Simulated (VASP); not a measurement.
# SiNi2 (Pnma) in VASP: single point with PBE

Aim: the single point of SiNi2 with PBE.

All numbers are computed with VASP 6.6.1; they aren't measurements. Logs are shortened: lines on timing, memory, paths and dates and some standing lists are left out, and cuts for length are marked.

### 1 The cell of the first run

The structure is orthorhombic, space group Pnma (No. 62). Conventional cell: a = 5.014 Å, b = 3.733 Å, c = 7.079 Å, α = 90.00°, β = 90.00°, γ = 90.00°. Si (site symmetry m) has 11 Ni at 2.31 to 3.34 Å and 4 Si at 3.16 to 3.26 Å within 3.4 Å. Within 3.1 Å of Ni (site symmetry m) lie 5 Si at 2.35 to 2.58 Å and 8 Ni at 2.57 to 2.72 Å. Ni (site symmetry m) has 5 Si at 2.31 to 2.75 Å and 8 Ni at 2.57 to 2.72 Å within 3.1 Å.

### 2 Single point, PBE

Input file INCAR:

```
SYSTEM = SiNi2
PREC = Accurate ; ENCUT = 520
EDIFF = 1E-7 ; ISMEAR = 0
SIGMA = 0.1 ; LREAL = .False.
LASPH = .True. ; NELM = 60
ALGO = Fast ; ISIF = 2
LWAVE = .False. ; LCHARG = .False.
GGA = PE ; NBANDS = 60
```

Input file KPOINTS:

```
regular mesh
0
Gamma
  10 12 6
  0 0 0
```

Input file POSCAR:

```
SiNi2
1.0
    5.0141520207      0.0000000000      0.0000000000
    0.0000000000      3.7330150539      0.0000000000
    0.0000000000      0.0000000000      7.0786380165
Si Ni
4 8
Direct
    0.2875951259      0.7500000000      0.6145147625
    0.7124048741      0.2500000000      0.3854852375
    0.2124048741      0.2500000000      0.1145147625
    0.7875951259      0.7500000000      0.8854852375
    0.9590660913      0.7500000000      0.2043565414
    0.0409339087      0.2500000000      0.7956434586
    0.5409339087      0.2500000000      0.7043565414
    0.4590660913      0.7500000000      0.2956434586
    0.8302020104      0.7500000000      0.5602610709
    0.1697979896      0.2500000000      0.4397389291
    0.6697979896      0.2500000000      0.0602610709
    0.3302020104      0.7500000000      0.9397389291
```

Potentials or basis: VASP PAW PBE potentials, release 64 (Si, Ni).

Command:

```sh
$ cat potpaw_PBE.64/Si/POTCAR potpaw_PBE.64/Ni/POTCAR > POTCAR
$ mpirun -np 1 vasp_std > vasp.out
```

OUTCAR:

```text
SYSTEM = SiNi2
   PREC = Accurate
   ENCUT = 520
   EDIFF = 1E-7
   ISMEAR = 0
   LREAL = .False.
   LASPH = .True.
   NELM = 60
   ISIF = 2
   GGA = PE

 ion  position               nearest neighbor table
   1  0.288  0.750  0.615-  12 2.31  10 2.32  10 2.32   9 2.33   7 2.35   7 2.35   8 2.42   6 2.58
                             6 2.58   9 2.75
   2  0.712  0.250  0.385-  11 2.31   9 2.32   9 2.32  10 2.33   8 2.35   8 2.35   7 2.42   5 2.58
                             5 2.58  10 2.75
   3  0.212  0.250  0.115-  10 2.31  12 2.32  12 2.32  11 2.33   5 2.35   5 2.35   6 2.42   8 2.58
                             8 2.58  11 2.75
   4  0.788  0.750  0.885-   9 2.31  11 2.32  11 2.32  12 2.33   6 2.35   6 2.35   5 2.42   7 2.58
                             7 2.58  12 2.75
   5  0.959  0.750  0.204-   3 2.35   3 2.35   4 2.42  11 2.57  11 2.57   2 2.58   2 2.58   8 2.59
                             8 2.59   9 2.60  12 2.64  10 2.72  10 2.72
   6  0.041  0.250  0.796-   4 2.35   4 2.35   3 2.42  12 2.57  12 2.57   1 2.58   1 2.58   7 2.59
                             7 2.59  10 2.60  11 2.64   9 2.72   9 2.72
   7  0.541  0.250  0.704-   1 2.35   1 2.35   2 2.42   9 2.57   9 2.57   4 2.58   4 2.58   6 2.59
                             6 2.59  11 2.60  10 2.64  12 2.72  12 2.72
   8  0.459  0.750  0.296-   2 2.35   2 2.35   1 2.42  10 2.57  10 2.57   3 2.58   3 2.58   5 2.59
                             5 2.59  12 2.60   9 2.64  11 2.72  11 2.72
   9  0.830  0.750  0.560-   4 2.31   2 2.32   2 2.32   1 2.33   7 2.57   7 2.57   5 2.60   8 2.64
                            10 2.67  10 2.67   6 2.72   6 2.72   1 2.75
  10  0.170  0.250  0.440-   3 2.31   1 2.32   1 2.32   2 2.33   8 2.57   8 2.57   6 2.60   7 2.64
                             9 2.67   9 2.67   5 2.72   5 2.72   2 2.75
  11  0.670  0.250  0.060-   2 2.31   4 2.32   4 2.32   3 2.33   5 2.57   5 2.57   7 2.60   6 2.64
                            12 2.67  12 2.67   8 2.72   8 2.72   3 2.75
  12  0.330  0.750  0.940-   1 2.31   3 2.32   3 2.32   4 2.33   6 2.57   6 2.57   8 2.60   5 2.64
                            11 2.67  11 2.67   7 2.72   7 2.72   4 2.75

  LATTYP: Found a simple orthorhombic cell.
 ALAT       =     3.7330150539
 B/A-ratio  =     1.3431909457
 C/A-ratio  =     1.8962254141

  Lattice vectors:

 A1 = (   0.0000000000,  -3.7330150539,   0.0000000000)
 A2 = (   5.0141520207,   0.0000000000,   0.0000000000)
 A3 = (   0.0000000000,   0.0000000000,   7.0786380165)

Analysis of symmetry for initial positions (statically):
=====================================================================
 Subroutine PRICEL returns:
 Original cell was already a primitive cell.

 Routine SETGRP: Setting up the symmetry group for a
 simple orthorhombic supercell.

 Subroutine GETGRP returns: Found  8 space group operations
 (whereof  2 operations were pure point group operations)
 out of a pool of  8 trial point group operations.

The static configuration has the point symmetry S_2 .
 The point group associated with its full space group is D_2h.

Analysis of symmetry for dynamics (positions and initial velocities):
=====================================================================
 Subroutine PRICEL returns:
 Original cell was already a primitive cell.

 Routine SETGRP: Setting up the symmetry group for a
 simple orthorhombic supercell.

 Subroutine GETGRP returns: Found  8 space group operations
 (whereof  2 operations were pure point group operations)
 out of a pool of  8 trial point group operations.

The dynamic configuration has the point symmetry S_2 .
 The point group associated with its full space group is D_2h.

 Subroutine INISYM returns: Found  8 space group operations
 (whereof  2 operations are pure point group operations),
 and found     1 'primitive' translations

----------------------------------------------------------------------------------------

                                     Primitive cell

  volume of cell :     132.4973

  direct lattice vectors                    reciprocal lattice vectors
     5.014152021  0.000000000  0.000000000     0.199435517  0.000000000  0.000000000
     0.000000000  3.733015054  0.000000000     0.000000000  0.267879981  0.000000000
     0.000000000  0.000000000  7.078638017     0.000000000  0.000000000  0.141270114

  length of vectors
     5.014152021  3.733015054  7.078638017     0.199435517  0.267879981  0.141270114

  position of ions in fractional coordinates (direct lattice)
     0.287595126  0.750000000  0.614514763
     0.712404874  0.250000000  0.385485237
     0.212404874  0.250000000  0.114514763
     0.787595126  0.750000000  0.885485237
     0.959066091  0.750000000  0.204356541
     0.040933909  0.250000000  0.795643459
     0.540933909  0.250000000  0.704356541
     0.459066091  0.750000000  0.295643459
     0.830202010  0.750000000  0.560261071
     0.169797990  0.250000000  0.439738929
     0.669797990  0.250000000  0.060261071
     0.330202010  0.750000000  0.939738929

  ion indices of the primitive-cell ions
   primitive index   ion index
                 1           1
                 2           2
                 3           3
                 4           4
                 5           5
                 6           6
                 7           7
                 8           8
                 9           9
                10          10
                11          11
                12          12

----------------------------------------------------------------------------------------

 KPOINTS: regular mesh

Automatic generation of k-mesh.
 Grid dimensions read from file:
 generate k-points for:   10   12    6

 Generating k-lattice:

  Cartesian coordinates                     Fractional coordinates (reciprocal lattice)
     0.019943552  0.000000000  0.000000000     0.100000000  0.000000000  0.000000000
     0.000000000  0.022323332  0.000000000     0.000000000  0.083333333  0.000000000
     0.000000000  0.000000000  0.023545019     0.000000000  0.000000000  0.166666667

  Length of vectors
     0.019943552  0.022323332  0.023545019

  Shift w.r.t. Gamma in fractional coordinates (k-lattice)
     0.000000000  0.000000000  0.000000000

 Subroutine IBZKPT returns following result:
 ===========================================

 Found    168 irreducible k-points:

 Following reciprocal coordinates:
            Coordinates               Weight
  0.000000  0.000000  0.000000      1.000000
  0.100000  0.000000  0.000000      2.000000
  0.200000  0.000000  0.000000      2.000000
  0.300000  0.000000  0.000000      2.000000
  0.400000  0.000000  0.000000      2.000000
  0.500000  0.000000  0.000000      1.000000
[... 16 lines left out ...]
  0.400000  0.250000  0.000000      4.000000
  0.500000  0.250000  0.000000      2.000000
 [... further k-points ...]
   k-points           NKPTS =    168   k-points in BZ     NKDIM =    168   number of bands    NBANDS=     60
   number of dos      NEDOS =    301   number of ions     NIONS =     12
   total plane-waves  NPLWV =  60480
   dimension x,y,z NGX =    40 NGY =   28 NGZ =   54
   dimension x,y,z NGXF=    80 NGYF=   56 NGZF=  108
   ions per type =               4   8
   NGX,Y,Z   is equivalent  to a cutoff of  13.26, 12.47, 12.68 a.u.
   NGXF,Y,Z  is equivalent  to a cutoff of  26.52, 24.94, 25.36 a.u.
 SYSTEM =  SiNi2
   PREC   = accura    normal or accurate (medium, high low for compatibility)
   ISTART =      0    job   : 0-new  1-cont  2-samecut
   ICHARG =      2    charge: 1-file 2-atom 10-const
   ISPIN  =      1    spin polarized calculation?
   LNONCOLLINEAR =      F non collinear calculations
   LSORBIT =      F    spin-orbit coupling
   LASPH  =      T    aspherical Exc in radial PAW
   ENCUT  =  520.0 eV  38.22 Ry    6.18 a.u.   9.32  6.94 13.16*2*pi/ulx,y,z
   NELM   =     60;   NELMIN=  2; NELMDL= -5     # of ELM steps
   EDIFF  = 0.1E-06   stopping-criterion for ELM
   LREAL  =      F    real-space projection
   EDIFFG = 0.1E-05   stopping-criterion for IOM
   NSW    =      0    number of steps for IOM
   IBRION =     -1    ionic relax: 0-MD 1-quasi-New 2-CG
   NFREE  =      0    steps in history (QN), initial steepest desc. (CG)
   ISIF   =      2    stress and relaxation
   ISYM   =      2    0-nonsym 1-usesym 2-fastsym
   POTIM  = 0.5000    time-step for ionic-motion
   TEBEG  =    0.0;   TEEND  =   0.0 temperature during run
   PSTRESS=    0.0 pullay stress
   NELECT =      96.0000    total number of electrons
   NUPDOWN=      -1.0000    fix difference up-down
   EMIN   =  10.00;   EMAX   =-10.00  energy-range for DOS
   EFERMI =   0.00;   METHOD = LEGACY
   ISMEAR =     0;   SIGMA  =   0.10  broadening in eV -4-tet -1-fermi 0-gaus
   EFERMI_NEDOS =   21; number of points for ismear=-14 and -15
   IALGO  =     68    algorithm
   IMIX   =      4    mixing-type and parameters
     AMIX     =   0.40;   BMIX     =  1.00
     AMIX_MAG =   1.60;   BMIX_MAG =  1.00
  volume/ion in A,a.u.               =      11.04        74.51
  Fermi-wavevector in a.u.,A,eV,Ry     =   1.470380  2.778615 29.416033  2.162017
  Thomas-Fermi vector in A             =   2.585644
   LORBIT       =      0    0 simple, 1 ext, 2 COOP (PROOUT), +10 PAW based schemes
   GGA     = PE    functional components
   LHFCALC =     F    Hartree Fock is set to
   AEXX    =    0.0000 exact exchange contribution
   IVDW    =     0    specifies the selected vdW correction
   LEPSILON=     F    determine dielectric tensor
   LRPA    =     F    only Hartree local field effects (RPA)
 non-spin polarized calculation
 RMM-DIIS sequential band-by-band and
 Gauss-broadening in eV      SIGMA  =   0.10
  energy-cutoff  :      520.00
  volume of cell :      132.50
 maximum number of plane-waves:      3616
 NGX is ok and might be reduce to    40
   NGX = 19   NGY = 13   NGZ = 27

 number of electron      95.9999966 magnetization

 Free energy of the ion-electron system (eV)
  ---------------------------------------------------
  ext. energy  EPLUGINS =         0.00000000
  ---------------------------------------------------
  free energy    TOTEN  =       -72.10755710 eV

  energy without entropy =      -72.07663583  energy(sigma->0) =      -72.09209647

 E-fermi :  10.9659     XC(G=0): -12.8677

 val. band max:       10.9646245197   @ k =   0.0000   0.4167   0.3333
 cond. band min:      10.9688740504   @ k =   0.2000   0.4167   0.1667
 fundamental gap:      0.0042495306
 Fermi energy:        10.9659415522

 k-point     1 :       0.0000    0.0000    0.0000
  band No.  band energies     occupation
      1      -1.5874      2.00000
      2       0.9657      2.00000
      3       1.0205      2.00000
      4       2.8210      2.00000
      5       4.4181      2.00000
      6       4.8890      2.00000
[... 52 lines left out ...]
     59      16.0614      0.00000
     60      16.2162      0.00000

 k-point     2 :       0.1000    0.0000    0.0000
  band No.  band energies     occupation
      1      -1.5291      2.00000
      2       0.9975      2.00000
      3       1.0628      2.00000
      4       2.5093      2.00000
      5       4.6912      2.00000
      6       4.7805      2.00000
[... 52 lines left out ...]
     59      15.9299      0.00000
     60      16.2995      0.00000

 k-point     3 :       0.2000    0.0000    0.0000
  band No.  band energies     occupation
      1      -1.3553      2.00000
      2       1.0605      2.00000
      3       1.1844      2.00000
      4       1.9275      2.00000
      5       4.4777      2.00000
      6       4.6933      2.00000
[... 1312 lines left out ...]
     59      15.7518      0.00000
     60      17.0775      0.00000

 k-point    24 :       0.5000    0.2500    0.0000
  band No.  band energies     occupation
      1       0.3872      2.00000
      2       0.3872      2.00000
      3       1.9802      2.00000
      4       1.9802      2.00000
      5       4.1029      2.00000
      6       4.1029      2.00000
[... 52 lines left out ...]
     59      15.9202      0.00000
     60      15.9202      0.00000

 [... further k-points ...]

------------------------ aborting loop because EDIFF is reached ----------------------------------------

  FORCE on cell =-STRESS in cart. coord.  units (eV):
  Direction    XX          YY          ZZ          XY          YZ          ZX
  --------------------------------------------------------------------------------------
  -------------------------------------------------------------------------------------
  Total        0.0482809      0.1237252      0.0452212     -0.0000000      0.0000000      0.0000000
  in kB        0.5838196      1.4961044      0.5468217     -0.0000000      0.0000000      0.0000000
  external PRESSURE =       0.8755819 kB  Pullay stress =       0.0000000 kB

 VOLUME and BASIS-vectors are now :
 -----------------------------------------------------------------------------
  energy-cutoff  :      520.00
  volume of cell :      132.50
      direct lattice vectors                 reciprocal lattice vectors
     5.014152021  0.000000000  0.000000000     0.199435517  0.000000000  0.000000000
     0.000000000  3.733015054  0.000000000     0.000000000  0.267879981  0.000000000
     0.000000000  0.000000000  7.078638017     0.000000000  0.000000000  0.141270114

 POSITION                                       TOTAL-FORCE (eV/Angst)
 -----------------------------------------------------------------------------------
      1.44205      2.79976      4.34993        -0.005368     -0.000000     -0.000940
      3.57211      0.93325      2.72871         0.005368     -0.000000      0.000940
      1.06503      0.93325      0.81061         0.005368      0.000000     -0.000940
      3.94912      2.79976      6.26803        -0.005368      0.000000      0.000940
      4.80890      2.79976      1.44657        -0.008327      0.000000      0.006832
      0.20525      0.93325      5.63207         0.008327     -0.000000     -0.006832
      2.71232      0.93325      4.98588         0.008327      0.000000      0.006832
      2.30183      2.79976      2.09275        -0.008327     -0.000000     -0.006832
      4.16276      2.79976      3.96589        -0.003094      0.000000     -0.001669
      0.85139      0.93325      3.11275         0.003094      0.000000      0.001669
      3.35847      0.93325      0.42657         0.003094      0.000000     -0.001669
      1.65568      2.79976      6.65207        -0.003094      0.000000      0.001669
 -----------------------------------------------------------------------------------
    total drift:                               -0.000000      0.000000     -0.000000

  FREE ENERGIE OF THE ION-ELECTRON SYSTEM (eV)
  ---------------------------------------------------
  free  energy   TOTEN  =       -72.1075570991 eV

  energy  without entropy=      -72.0766358334  energy(sigma->0) =      -72.09209647
```

Wall time 24 min (1 thread of AMD EPYC 7R13 (Zen 3), shared host); peak memory 0.89 GiB.

What came out:

| Quantity | Value |
| --- | --- |
| Free energy | -72.1076 eV |
| Pressure | 0.1 GPa |
| Largest force | 0.011 eV/Å |
| Band gap on the k mesh | zero (bands 48 and 49 overlap by 1.76 eV) |

Forces on the atoms (eV/Å):
```
Si  -0.005  0.000 -0.001
Si   0.005  0.000  0.001
Si   0.005  0.000 -0.001
Si  -0.005  0.000  0.001
Ni  -0.008  0.000  0.007
Ni   0.008  0.000 -0.007
Ni   0.008  0.000  0.007
Ni  -0.008  0.000 -0.007
Ni  -0.003  0.000 -0.002
Ni   0.003  0.000  0.002
Ni   0.003  0.000 -0.002
Ni  -0.003  0.000  0.002
```

Stress tensor (GPa, compression positive):
```
0.06 0.00 0.00
0.00 0.15 0.00
0.00 0.00 0.05
```

Levels at points of the mesh, in eV from the Fermi level:
```csv
k point,band 46,band 47,band 48,band 49,band 50,band 51
"(0.00, 0.00, 0.00)",-0.92,-0.60,-0.21,0.66,0.88,1.86
"(0.50, 0.00, 0.00)",-0.93,1.21,1.21,1.90,1.90,2.65
"(0.00, 0.50, 0.00)",-0.94,-0.91,-0.91,0.70,0.70,1.33
"(0.50, 0.50, 0.00)",-0.77,-0.77,-0.77,0.02,0.02,0.02
"(0.00, 0.00, 0.50)",-1.04,-0.39,-0.39,0.24,0.24,1.36
"(0.50, 0.00, 0.50)",-0.57,0.29,0.29,1.87,1.87,1.87
"(0.00, 0.50, 0.50)",-0.86,-0.40,-0.40,-0.34,-0.34,1.10
"(0.50, 0.50, 0.50)",-0.71,-0.71,-0.71,0.49,0.49,0.49
```

Spin polarisation is off, so any magnetic state and its effect on volume and gap are missing.
